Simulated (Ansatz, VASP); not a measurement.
Two plane-wave programs on CsMoPb4

INCAR

```
SYSTEM = CsMoPb4
PREC = Accurate
ENCUT = 520
EDIFF = 1E-6
ISMEAR = 0
SIGMA = 0.1
LREAL = .False.
LASPH = .True.
NELM = 150
ALGO = Normal
ISIF = 2
LWAVE = .False.
LCHARG = .False.
ISPIN = 2
MAGMOM = 0 1 0 0 0 0
LORBIT = 11
LMAXMIX = 4
GGA = PE
NBANDS = 52
```

KPOINTS

```
Automatic mesh
0
Gamma
  3 3 4
  0 0 0
```

The input POSCAR:

```
CsMoPb4
1.0
    5.8274318101      0.0000000000      0.0000000000
   -2.9137159050      5.0467039864      0.0000000000
    0.0000000000      0.0000000000      6.5099244473
Cs Mo Pb
1 1 4
Direct
    0.0000000000      0.0000000000      0.0000000000
    0.0000000000      0.0000000000      0.5000000000
    0.3333333333      0.6666666667      0.5000000000
    0.6666666667      0.3333333333      0.5000000000
    0.3333333333      0.6666666667      0.0000000000
    0.6666666667      0.3333333333      0.0000000000
```

Input for Ansatz:

```yaml
crystal:
  lattice:
    - [5.8274318101, 0.0, 0.0]
    - [-2.913715905, 5.0467039864, 0.0]
    - [0.0, 0.0, 6.5099244473]
  atoms:
    - { symbol: Cs, position: [0.0, 0.0, 0.0] }
    - { symbol: Mo, position: [0.0, 0.0, 0.5], spin: 1.0 }
    - { symbol: Pb, position: [0.3333333333, 0.6666666667, 0.5] }
    - { symbol: Pb, position: [0.6666666667, 0.3333333333, 0.5] }
    - { symbol: Pb, position: [0.3333333333, 0.6666666667, 0.0] }
    - { symbol: Pb, position: [0.6666666667, 0.3333333333, 0.0] }
basis:
  ecutwfc: 420
kpoints:
  mp_grid: { grid: [3, 3, 4] }
hamiltonian:
  xc: pbe
scf:
  occupations: { method: gaussian, width: 0.1 }
  lower_state_search: "off"
output:
  forces: true
  stress: true
  eigenvalues: true
  populations: true
magnetization:
  spin_polarized: true
```

Alike in both runs: task single point; functional PBE; k mesh 3 × 3 × 4; occupations gaussian, width 0.1 eV; collinear spin.

|  | VASP | Ansatz |
| --- | --- | --- |
| version | VASP 6.6.1 | Ansatz 0.2.0 |
| potentials or method | VASP PAW PBE potentials, release 64 (Cs_sv, Mo_sv, Pb_d), cutoff 520 eV | scalar-relativistic, plane waves, PAW |
| valence electrons in the cell | 79 | 79 |

Ansatz gave:

* gap on the k mesh at the Fermi level (eV): none
* pressure (GPa): 2.6
* traceless stress, the component that is largest in VASP (GPa): 0.89
* net moment per atom (μB): 0.65
* size of the moment on the site where the two differ most (μB): 3.43

Problem. Which values does VASP return?

Solution. gap on the k mesh at the Fermi level (eV): none; pressure (GPa): 2.6; traceless stress, the component that is largest in VASP (GPa): 0.91; net moment per atom (μB): 0.65; size of the moment on the site where the two differ most (μB): 3.31.

Site moments also hang on the region over which each program counts them. A gap of «none» marks a metal or a gap that the smearing closes.

The k mesh is coarse, so the values compare programs but aren't converged. Spin-orbit coupling is off throughout.
